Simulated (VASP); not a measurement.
# Si2Mo (I4/mmm) in VASP: a series of runs

Runs on Si2Mo. Level: PBE. Tasks: single point, relaxation of cell and atoms.

Program: VASP 6.6.1. These are calculated values, not measurements. Logs are shortened: lines on timing, memory, paths and dates and some standing lists are left out, and cuts for length are marked.

### Step 1. The cell of the first run

Symmetry: I4/mmm, No. 139, tetragonal system. Conventional cell: a = 3.217 Å, b = 3.217 Å, c = 7.873 Å, α = 90.00°, β = 90.00°, γ = 90.00°. Within 3.4 Å of Si (site symmetry 4mm) lie 9 Si at 2.60 to 3.22 Å and 5 Mo at 2.62 to 2.64 Å. Within 3.5 Å of Mo (site symmetry 4/mmm) lie 10 Si at 2.62 to 2.64 Å and 4 Mo at 3.22 Å.

### Step 2. Single point, PBE

Contents of INCAR:

```
SYSTEM = Si2Mo
PREC     = Accurate       ! precision mode
ENCUT    = 520            ! plane-wave cutoff, eV
EDIFF    = 1E-6           ! SCF threshold, eV
ISMEAR   = 0              ! smearing method
SIGMA    = 0.1            ! smearing width, eV
LREAL    = .False.        ! projectors in reciprocal space
LASPH    = .True.         ! aspherical terms in the spheres
NELM     = 100            ! most SCF steps
ALGO     = Normal         ! electronic algorithm
ISIF     = 2              ! what is computed and relaxed
LWAVE    = .False.        ! write WAVECAR
LCHARG   = .False.        ! write CHGCAR
GGA      = PE             ! functional
NBANDS   = 18             ! bands
```

Contents of KPOINTS:

```
regular mesh
0
Gamma
  18 18 18
  0 0 0
```

Contents of POSCAR:

```
Si2Mo
1.0
   -1.6085767094      1.6085767094      3.9366157289
    1.6085767094     -1.6085767094      3.9366157289
    1.6085767094      1.6085767094     -3.9366157289
Si Mo
2 1
Direct
    0.3350911554      0.3350911554      0.0000000000
    0.6649088446      0.6649088446      0.0000000000
    0.0000000000      0.0000000000      0.0000000000
```

Potentials or basis: VASP PAW PBE potentials, release 64 (Si, Mo_sv).

Run with:

```sh
cat potpaw_PBE.64/Si/POTCAR potpaw_PBE.64/Mo_sv/POTCAR > POTCAR
mpirun -np 1 vasp_std > vasp.out
```

OUTCAR:

```text
SYSTEM = Si2Mo
   PREC = Accurate
   ENCUT = 520
   EDIFF = 1E-6
   ISMEAR = 0
   LREAL = .False.
   LASPH = .True.
   NELM = 100
   ISIF = 2
   GGA = PE

 ion  position               nearest neighbor table
   1  0.335  0.335  0.000-   2 2.60   3 2.62   3 2.62   3 2.62   3 2.62   3 2.64   2 2.64   2 2.64
                             2 2.64   2 2.64
   2  0.665  0.665  0.000-   1 2.60   3 2.62   3 2.62   3 2.62   3 2.62   3 2.64   1 2.64   1 2.64
                             1 2.64   1 2.64
   3  0.000  0.000  0.000-   2 2.62   2 2.62   1 2.62   1 2.62   2 2.62   2 2.62   1 2.62   1 2.62
                             1 2.64   2 2.64

  LATTYP: Found a body centered tetragonal cell.
 ALAT       =     3.2171534188
 C/A-ratio  =     2.4472663976

  Lattice vectors:

 A1 = (  -1.6085767094,   1.6085767094,   3.9366157289)
 A2 = (   1.6085767094,  -1.6085767094,   3.9366157289)
 A3 = (   1.6085767094,   1.6085767094,  -3.9366157289)

Analysis of symmetry for initial positions (statically):
=====================================================================
 Subroutine PRICEL returns:
 Original cell was already a primitive cell.

 Routine SETGRP: Setting up the symmetry group for a
 body centered tetragonal supercell.

 Subroutine GETGRP returns: Found 16 space group operations
 (whereof 16 operations were pure point group operations)
 out of a pool of 16 trial point group operations.

The static configuration has the point symmetry D_4h.

Analysis of symmetry for dynamics (positions and initial velocities):
=====================================================================
 Subroutine PRICEL returns:
 Original cell was already a primitive cell.

 Routine SETGRP: Setting up the symmetry group for a
 body centered tetragonal supercell.

 Subroutine GETGRP returns: Found 16 space group operations
 (whereof 16 operations were pure point group operations)
 out of a pool of 16 trial point group operations.

The dynamic configuration has the point symmetry D_4h.

 Subroutine INISYM returns: Found 16 space group operations
 (whereof 16 operations are pure point group operations),
 and found     1 'primitive' translations

----------------------------------------------------------------------------------------

                                     Primitive cell

  volume of cell :      40.7443

  direct lattice vectors                    reciprocal lattice vectors
    -1.608576709  1.608576709  3.936615729     0.000000000  0.310833793  0.127012651
     1.608576709 -1.608576709  3.936615729     0.310833793  0.000000000  0.127012651
     1.608576709  1.608576709 -3.936615729     0.310833793  0.310833793  0.000000000

  length of vectors
     4.546645077  4.546645077  4.546645077     0.335782460  0.335782460  0.439585366

  position of ions in fractional coordinates (direct lattice)
     0.335091155  0.335091155  0.000000000
     0.664908845  0.664908845  0.000000000
     0.000000000  0.000000000  0.000000000

  ion indices of the primitive-cell ions
   primitive index   ion index
                 1           1
                 2           2
                 3           3

----------------------------------------------------------------------------------------

 KPOINTS: regular mesh

Automatic generation of k-mesh.
 Grid dimensions read from file:
 generate k-points for:   18   18   18

 Generating k-lattice:

  Cartesian coordinates                     Fractional coordinates (reciprocal lattice)
     0.000000000  0.017268544  0.007056258     0.055555556  0.000000000  0.000000000
     0.017268544  0.000000000  0.007056258     0.000000000  0.055555556  0.000000000
     0.017268544  0.017268544  0.000000000     0.000000000  0.000000000  0.055555556

  Length of vectors
     0.018654581  0.018654581  0.024421409

  Shift w.r.t. Gamma in fractional coordinates (k-lattice)
     0.000000000  0.000000000  0.000000000

 Subroutine IBZKPT returns following result:
 ===========================================

 Found    480 irreducible k-points:

 Following reciprocal coordinates:
            Coordinates               Weight
  0.000000  0.000000  0.000000      1.000000
  0.055556  0.000000  0.000000      8.000000
  0.111111  0.000000  0.000000      8.000000
  0.166667  0.000000  0.000000      8.000000
  0.222222 -0.000000  0.000000      8.000000
  0.277778  0.000000  0.000000      8.000000
[... 16 lines left out ...]
 -0.277778  0.055556  0.000000     16.000000
 -0.222222  0.055556 -0.000000     16.000000
 [... further k-points ...]
   k-points           NKPTS =    480   k-points in BZ     NKDIM =    480   number of bands    NBANDS=     18
   number of dos      NEDOS =    301   number of ions     NIONS =      3
   total plane-waves  NPLWV =  46656
   dimension x,y,z NGX =    36 NGY =   36 NGZ =   36
   dimension x,y,z NGXF=    72 NGYF=   72 NGZF=   72
   ions per type =               2   1
   NGX,Y,Z   is equivalent  to a cutoff of  13.16, 13.16, 13.16 a.u.
   NGXF,Y,Z  is equivalent  to a cutoff of  26.33, 26.33, 26.33 a.u.
 SYSTEM =  Si2Mo
   PREC   = accura    normal or accurate (medium, high low for compatibility)
   ISTART =      0    job   : 0-new  1-cont  2-samecut
   ICHARG =      2    charge: 1-file 2-atom 10-const
   ISPIN  =      1    spin polarized calculation?
   LNONCOLLINEAR =      F non collinear calculations
   LSORBIT =      F    spin-orbit coupling
   LASPH  =      T    aspherical Exc in radial PAW
   ENCUT  =  520.0 eV  38.22 Ry    6.18 a.u.   8.45  8.45  8.45*2*pi/ulx,y,z
   NELM   =    100;   NELMIN=  2; NELMDL= -5     # of ELM steps
   EDIFF  = 0.1E-05   stopping-criterion for ELM
   LREAL  =      F    real-space projection
   EDIFFG = 0.1E-04   stopping-criterion for IOM
   NSW    =      0    number of steps for IOM
   IBRION =     -1    ionic relax: 0-MD 1-quasi-New 2-CG
   NFREE  =      0    steps in history (QN), initial steepest desc. (CG)
   ISIF   =      2    stress and relaxation
   ISYM   =      2    0-nonsym 1-usesym 2-fastsym
   POTIM  = 0.5000    time-step for ionic-motion
   TEBEG  =    0.0;   TEEND  =   0.0 temperature during run
   PSTRESS=    0.0 pullay stress
   NELECT =      22.0000    total number of electrons
   NUPDOWN=      -1.0000    fix difference up-down
   EMIN   =  10.00;   EMAX   =-10.00  energy-range for DOS
   EFERMI =   0.00;   METHOD = LEGACY
   ISMEAR =     0;   SIGMA  =   0.10  broadening in eV -4-tet -1-fermi 0-gaus
   EFERMI_NEDOS =   21; number of points for ismear=-14 and -15
   IALGO  =     38    algorithm
   IMIX   =      4    mixing-type and parameters
     AMIX     =   0.40;   BMIX     =  1.00
     AMIX_MAG =   1.60;   BMIX_MAG =  1.00
  volume/ion in A,a.u.               =      13.58        91.65
  Fermi-wavevector in a.u.,A,eV,Ry     =   1.333092  2.519179 24.179389  1.777135
  Thomas-Fermi vector in A             =   2.461977
   LORBIT       =      0    0 simple, 1 ext, 2 COOP (PROOUT), +10 PAW based schemes
   GGA     = PE    functional components
   LHFCALC =     F    Hartree Fock is set to
   AEXX    =    0.0000 exact exchange contribution
   IVDW    =     0    specifies the selected vdW correction
   LEPSILON=     F    determine dielectric tensor
   LRPA    =     F    only Hartree local field effects (RPA)
 non-spin polarized calculation
 Gauss-broadening in eV      SIGMA  =   0.10
  energy-cutoff  :      520.00
  volume of cell :       40.74
 maximum number of plane-waves:      1134
 NGX is ok and might be reduce to    36
   NGX = 17   NGY = 17   NGZ = 17

 number of electron      22.0000000 magnetization

 Free energy of the ion-electron system (eV)
  ---------------------------------------------------
  ext. energy  EPLUGINS =         0.00000000
  ---------------------------------------------------
  free energy    TOTEN  =       -23.26227040 eV

  energy without entropy =      -23.26111179  energy(sigma->0) =      -23.26169109

 E-fermi :  12.0676     XC(G=0): -12.3681

 val. band max:       12.0651169428   @ k =   0.0556   0.0556   0.0000
 cond. band min:      12.0754994802   @ k =  -0.1111  -0.1111   0.0556
 fundamental gap:      0.0103825374
 Fermi energy:        12.0676430104

 k-point     1 :       0.0000    0.0000    0.0000
  band No.  band energies     occupation
      1     -48.6674      2.00000
      2     -22.8083      2.00000
      3     -22.7418      2.00000
      4     -22.7418      2.00000
      5      -1.2509      2.00000
      6       5.7634      2.00000
[... 10 lines left out ...]
     17      17.1167      0.00000
     18      17.1167      0.00000

 k-point     2 :       0.0556    0.0000    0.0000
  band No.  band energies     occupation
      1     -48.6669      2.00000
      2     -22.8078      2.00000
      3     -22.7493      2.00000
      4     -22.7412      2.00000
      5      -1.1953      2.00000
      6       5.7655      2.00000
[... 10 lines left out ...]
     17      17.1521      0.00000
     18      17.4877      0.00000

 k-point     3 :       0.1111    0.0000    0.0000
  band No.  band energies     occupation
      1     -48.6654      2.00000
      2     -22.8062      2.00000
      3     -22.7706      2.00000
      4     -22.7392      2.00000
      5      -1.0297      2.00000
      6       5.7609      2.00000
[... 10 lines left out ...]
     17      17.3354      0.00000
     18      18.2990      0.00000

 k-point     4 :       0.1667    0.0000    0.0000
  band No.  band energies     occupation
      1     -48.6631      2.00000
      2     -22.8049      2.00000
      3     -22.8021      2.00000
      4     -22.7361      2.00000
      5      -0.7579      2.00000
      6       5.7099      2.00000
[... 10 lines left out ...]
     17      17.8276      0.00000
     18      19.3181      0.00000

 k-point     5 :       0.2222   -0.0000    0.0000
  band No.  band energies     occupation
      1     -48.6603      2.00000
      2     -22.8431      2.00000
      3     -22.8006      2.00000
      4     -22.7324      2.00000
      5      -0.3861      2.00000
      6       5.5330      2.00000
[... 10 lines left out ...]
     17      18.5146      0.00000
     18      20.4471      0.00000

 k-point     6 :       0.2778    0.0000    0.0000
  band No.  band energies     occupation
      1     -48.6573      2.00000
      2     -22.8851      2.00000
      3     -22.7974      2.00000
      4     -22.7284      2.00000
      5       0.0775      2.00000
      6       5.1612      2.00000
[... 10 lines left out ...]
     17      19.0221      0.00000
     18      20.9907      0.00000

 k-point     7 :       0.3333    0.0000    0.0000
  band No.  band energies     occupation
      1     -48.6545      2.00000
      2     -22.9242      2.00000
      3     -22.7944      2.00000
      4     -22.7247      2.00000
      5       0.6223      2.00000
      6       4.6243      2.00000
[... 10 lines left out ...]
     17      18.9596      0.00000
     18      21.1794      0.00000

 k-point     8 :       0.3889   -0.0000    0.0000
  band No.  band energies     occupation
      1     -48.6522      2.00000
      2     -22.9560      2.00000
      3     -22.7919      2.00000
      4     -22.7216      2.00000
      5       1.2352      2.00000
      6       3.9896      2.00000
[... 10 lines left out ...]
     17      18.6519      0.00000
     18      20.2648      0.00000
[... 229 lines left out ...]
     17      18.9218      0.00000
     18      19.5048      0.00000

 k-point    20 :      -0.4444    0.0556   -0.0000
  band No.  band energies     occupation
      1     -48.6502      2.00000
      2     -22.9755      2.00000
      3     -22.7891      2.00000
      4     -22.7266      2.00000
      5       1.8537      2.00000
      6       3.4111      2.00000
[... 10 lines left out ...]
     17      18.9734      0.00000
     18      19.9926      0.00000

 k-point    21 :      -0.3889    0.0556   -0.0000
  band No.  band energies     occupation
      1     -48.6517      2.00000
      2     -22.9549      2.00000
      3     -22.7905      2.00000
      4     -22.7286      2.00000
      5       1.1935      2.00000
      6       4.1032      2.00000
[... 10 lines left out ...]
     17      19.0540      0.00000
     18      20.8265      0.00000

 k-point    22 :      -0.3333    0.0556    0.0000
  band No.  band energies     occupation
      1     -48.6540      2.00000
      2     -22.9232      2.00000
      3     -22.7928      2.00000
      4     -22.7317      2.00000
      5       0.5888      2.00000
      6       4.7656      2.00000
[... 10 lines left out ...]
     17      19.0956      0.00000
     18      20.4680      0.00000

 k-point    23 :      -0.2778    0.0556    0.0000
  band No.  band energies     occupation
      1     -48.6568      2.00000
      2     -22.8840      2.00000
      3     -22.7958      2.00000
      4     -22.7355      2.00000
      5       0.0552      2.00000
      6       5.3615      2.00000
[... 10 lines left out ...]
     17      18.8425      0.00000
     18      20.2874      0.00000

 k-point    24 :      -0.2222    0.0556   -0.0000
  band No.  band energies     occupation
      1     -48.6598      2.00000
      2     -22.8421      2.00000
      3     -22.7991      2.00000
      4     -22.7396      2.00000
      5      -0.3949      2.00000
      6       5.7918      2.00000
[... 10 lines left out ...]
     17      18.2093      0.00000
     18      20.4384      0.00000

 [... further k-points ...]

------------------------ aborting loop because EDIFF is reached ----------------------------------------

  FORCE on cell =-STRESS in cart. coord.  units (eV):
  Direction    XX          YY          ZZ          XY          YZ          ZX
  --------------------------------------------------------------------------------------
  -------------------------------------------------------------------------------------
  Total        0.0328243      0.0328243      0.0302910      0.0000000      0.0000000      0.0000000
  in kB        1.2907422      1.2907422      1.1911273      0.0000000      0.0000000      0.0000000
  external PRESSURE =       1.2575372 kB  Pullay stress =       0.0000000 kB

 VOLUME and BASIS-vectors are now :
 -----------------------------------------------------------------------------
  energy-cutoff  :      520.00
  volume of cell :       40.74
      direct lattice vectors                 reciprocal lattice vectors
    -1.608576709  1.608576709  3.936615729     0.000000000  0.310833793  0.127012651
     1.608576709 -1.608576709  3.936615729     0.310833793  0.000000000  0.127012651
     1.608576709  1.608576709 -3.936615729     0.310833793  0.310833793  0.000000000

 POSITION                                       TOTAL-FORCE (eV/Angst)
 -----------------------------------------------------------------------------------
      0.00000      0.00000      2.63825        -0.000000     -0.000000     -0.002604
      0.00000      0.00000      5.23498         0.000000      0.000000      0.002604
      0.00000      0.00000      0.00000         0.000000      0.000000     -0.000000
 -----------------------------------------------------------------------------------
    total drift:                               -0.000000      0.000000     -0.000000

  FREE ENERGIE OF THE ION-ELECTRON SYSTEM (eV)
  ---------------------------------------------------
  free  energy   TOTEN  =       -23.2622703959 eV

  energy  without entropy=      -23.2611117859  energy(sigma->0) =      -23.26169109
```

Wall time 4.4 min (1 thread of AMD EPYC 9R45 (Zen 5), shared host); peak memory 0.43 GiB.

Results:

* Free energy: -23.2623 eV
* Pressure: 0.1 GPa
* Band gap on the k mesh: zero (bands 11 and 12 overlap by 0.94 eV)

Forces in eV/Å, atoms in the order of the input:
```
Si   0.000  0.000 -0.003
Si   0.000  0.000  0.003
Mo   0.000  0.000  0.000
```

Levels at points of the mesh, in eV from the Fermi level:
| k point | band 7 | band 8 | band 9 | band 10 | band 11 | band 12 | band 13 | band 14 | band 15 | band 16 |
| --- | --- | --- | --- | --- | --- | --- | --- | --- | --- | --- |
| (0.00, 0.00, 0.00) | -3.42 | -2.99 | -2.58 | -2.58 | 0.36 | 3.07 | 3.25 | 3.47 | 3.47 | 4.03 |
| (0.50, 0.00, 0.00) | -4.89 | -4.45 | -2.54 | -2.52 | -0.49 | 2.21 | 3.07 | 3.97 | 4.17 | 5.47 |
| (0.50, 0.50, 0.00) | -5.58 | -5.20 | -4.39 | -2.99 | -1.21 | 2.26 | 2.67 | 3.10 | 3.31 | 4.76 |
| (0.50, 0.50, 0.50) | -3.45 | -2.15 | -0.56 | -0.56 | -0.48 | -0.48 | 0.49 | 4.69 | 4.99 | 6.03 |

### Step 3. Relaxation of cell and atoms, PBE

This run uses another cell than the first one, of 13.74 Å³/atom.

Contents of INCAR:

```
PREC     = Accurate       # precision mode
ENCUT    = 600            # plane-wave cutoff, eV
EDIFF    = 1E-6           # SCF threshold, eV
ISMEAR   = 0              # smearing method
SIGMA    = 0.1            # smearing width, eV
LREAL    = False          # projectors in reciprocal space
LASPH    = True           # aspherical terms in the spheres
NELM     = 100            # most SCF steps
ALGO     = Normal         # electronic algorithm
ISIF     = 3              # what is computed and relaxed
LWAVE    = False          # write WAVECAR
LCHARG   = False          # write CHGCAR
GGA      = PE             # functional
IBRION   = 2              # ionic algorithm
NSW      = 50             # ionic steps
EDIFFG   = -0.003         # ionic threshold
```

Contents of KPOINTS:

```
Automatic mesh
0
Gamma
  18 18 18
```

Contents of POSCAR:

```
Si2Mo
1.0
   -1.6148573775      1.6148573775      3.9522560429
    1.6148573775     -1.6148573775      3.9522560429
    1.6148573775      1.6148573775     -3.9522560429
Si Mo
2 1
Direct
    0.3350991394      0.3350991394      0.0000000000
    0.6649008606      0.6649008606      0.0000000000
    0.0000000000      0.0000000000      0.0000000000
```

Potentials or basis: VASP PAW PBE potentials, release 64 (Si, Mo_sv).

Run with:

```sh
cat potpaw_PBE.64/Si/POTCAR potpaw_PBE.64/Mo_sv/POTCAR > POTCAR
mpirun -np 1 vasp_std > vasp.out
```

It took 13 min on 1 thread of AMD EPYC 9R45 (Zen 5), shared host; peak memory 0.48 GiB.

The run converged. Its results:

```
Free energy                           : -23.2626 eV
Relaxed volume                        : 13.58 Å³/atom
Relaxed cell                          : a = 4.547 Å, b = 4.547 Å, c = 4.547 Å, α = 138.56°, β = 138.56°, γ = 60.05°
Space group after relaxing (to 0.1 Å) : I4/mmm (No. 139)
Energy gained by relaxing             : 1.1 meV/atom
Ionic steps                           : 11
Pressure after relaxing               : 0.0 GPa
Band gap on the k mesh                : zero (bands 11 and 12 overlap by 0.94 eV)
```

Forces on the atoms (eV/Å):
```
Si   0.000  0.000 -0.003
Si   0.000  0.000  0.003
Mo   0.000  0.000  0.000
```

Step by step:
```tsv
step	energy change (eV)	largest force (eV/Å)	pressure (GPa)	volume (Å³)
1	0.0000	0.0238	-2.29	41.23
2	0.0048	0.0678	3.78	40.06
3	-0.0034	0.0114	0.00	40.77
4	-0.0034	0.0107	-0.04	40.77
5	-0.0034	0.0019	-0.03	40.77
6	-0.0034	0.0027	-0.04	40.77
7	-0.0034	0.0038	-0.04	40.77
8	-0.0034	0.0052	-0.04	40.77
9	-0.0034	0.0040	-0.05	40.77
10	-0.0034	0.0038	-0.04	40.77
11	-0.0034	0.0027	0.03	40.75
```

Final structure:
```
Si Mo
1.0
    -1.60870    1.60870    3.93672
     1.60870   -1.60870    3.93672
     1.60870    1.60870   -3.93672
Si Mo
2 1
Direct
  0.33509 0.33509 0.00000
  0.66491 0.66491 0.00000
  0.00000 0.00000 0.00000
```

Levels at points of the mesh, in eV from the Fermi level:
```csv
k point,band 7,band 8,band 9,band 10,band 11,band 12,band 13,band 14,band 15
"(0.00, 0.00, 0.00)",-3.42,-2.99,-2.58,-2.58,0.36,3.07,3.25,3.47,3.47
"(0.50, 0.00, 0.00)",-4.89,-4.45,-2.54,-2.52,-0.49,2.21,3.07,3.97,4.17
"(0.50, 0.50, 0.00)",-5.58,-5.20,-4.39,-2.99,-1.21,2.26,2.67,3.10,3.31
"(0.50, 0.50, 0.50)",-3.45,-2.15,-0.56,-0.56,-0.48,-0.48,0.49,4.69,4.98
```
